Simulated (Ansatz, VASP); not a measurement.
# Two plane-wave programs on Al2BN3

File INCAR:

```
SYSTEM = Al2BN3
PREC = Accurate ; ENCUT = 600
EDIFF = 1E-6 ; ISMEAR = 0
SIGMA = 0.02 ; LREAL = .FALSE.
LASPH = .TRUE. ; NELM = 80
ALGO = Normal ; ISIF = 3
LWAVE = .FALSE. ; LCHARG = .FALSE.
GGA = PE ; IBRION = 2
NSW = 100 ; EDIFFG = -0.01
```

KPOINTS

```
regular mesh
0
G
  6 6 8
  0 0 0
```

The input POSCAR:

```
Al2BN3
1.0
    2.5354366070     -4.3316910713      0.0000000000
    2.5354366070      4.3316910713      0.0000000000
   -1.6312060519      0.0000000000      2.6509404799
Al B N
2 1 3
Direct
    0.0486650595      0.3788556747      0.1416892634
    0.3788556747      0.0486650595      0.1416892634
    0.6592375441      0.6592375441      0.9562142036
    0.3300413389      0.6309925395      0.8798985614
    0.9495068832      0.9495068832      0.9925072668
    0.6309925395      0.3300413389      0.8798985614
```

Input for Ansatz:

```yaml
crystal:
  lattice:
    - [2.535436607, -4.3316910713, 0.0]
    - [2.535436607, 4.3316910713, 0.0]
    - [-1.6312060519, 0.0, 2.6509404799]
  atoms:
    - { symbol: Al, position: [0.0486650595, 0.3788556747, 0.1416892634] }
    - { symbol: Al, position: [0.3788556747, 0.0486650595, 0.1416892634] }
    - { symbol: B, position: [0.6592375441, 0.6592375441, 0.9562142036] }
    - { symbol: "N", position: [0.3300413389, 0.6309925395, 0.8798985614] }
    - { symbol: "N", position: [0.9495068832, 0.9495068832, 0.9925072668] }
    - { symbol: "N", position: [0.6309925395, 0.3300413389, 0.8798985614] }
basis:
  ecutwfc: 420
kpoints:
  mp_grid: { grid: [6, 6, 8] }
hamiltonian:
  xc: pbe
scf:
  occupations: { method: gaussian, width: 0.02 }
output:
  forces: true
  stress: true
  eigenvalues: true
  write_density: true
  write_potential: true
  elf: true
  volumetric_format: npy
relax:
  adjacent_minimum: "off"
  f_tol: 0.01
  max_steps: 80
  cell: { stress_tol: 0.05 }
```

Alike in both runs: task relaxation of cell and atoms; functional PBE; k mesh 6 × 6 × 8; occupations gaussian, width 0.02 eV; no spin polarisation.

```csv
,VASP,Ansatz
version,VASP 6.6.1,Ansatz 0.2.0
potentials or method,"VASP PAW PBE potentials, release 64 (Al, B, N), cutoff 600 eV","scalar-relativistic, plane waves, PAW"
valence electrons in the cell,24,24
```

Ansatz gave:

| Property | Result |
| --- | --- |
| gap on the k mesh at the Fermi level, each at its own relaxed structure (eV) | 2.85 |
| relaxed volume (Å³/atom) | 9.71 |
| relaxed cell length with the largest relative difference (Å) | 3.113 |

Which values does VASP return?

gap on the k mesh at the Fermi level, each at its own relaxed structure (eV): 2.84; relaxed volume (Å³/atom): 9.69; relaxed cell length with the largest relative difference (Å): 3.110.
